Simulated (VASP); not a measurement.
Runs of VASP 6.6.1 on BN (Qingsongite). The structure is that of space group F-43m (No. 216), or close to it. The cells are those of the table. 

| task | level | potentials or basis | cell | cutoff (eV) | gap on the mesh (eV) | pressure (GPa) | relaxed volume (Å³/atom) |
| --- | --- | --- | --- | --- | --- | --- | --- |
| single point | RPBE | VASP PAW PBE potentials, release 64 (B, N) | a = 2.577 Å, angles 60.0°, 2 atoms | 520 | (b) | 0.1 | - |
| single point | LDA | VASP PAW LDA potentials, release 64 (B, N) | a = 2.532 Å, angles 60.0°, 2 atoms | 520 | 4.38 | 1.0 | - |
| relaxation of cell and atoms | PBE | VASP PAW PBE potentials, release 64 (B, N) | relaxed from a = 2.556 Å, angles 60.0°, 2 atoms | 600 | 4.45 | 0.0 | (a) |
| single point | PBE | VASP PAW PBE potentials, release 64 (B, N) | a = 2.563 Å, angles 60.0°, 2 atoms | 520 | 4.45 | 0.2 | - |
| relaxation of cell and atoms | LDA | VASP PAW LDA potentials, release 64 (B, N) | relaxed from a = 2.556 Å, angles 60.0°, 2 atoms | 600 | 4.38 | -0.1 | 5.75 |

Alike in all rows: no spin polarisation; k mesh 8 × 8 × 8; smearing gaussian 0.01 eV.

Problem. Estimate the missing entries.

Solution. (a) 5.95; (b) 4.47.

Caveats: the PAW data sets were made with another functional, which shifts forces and pressure a little (some runs).

A k mesh can miss the band edges.
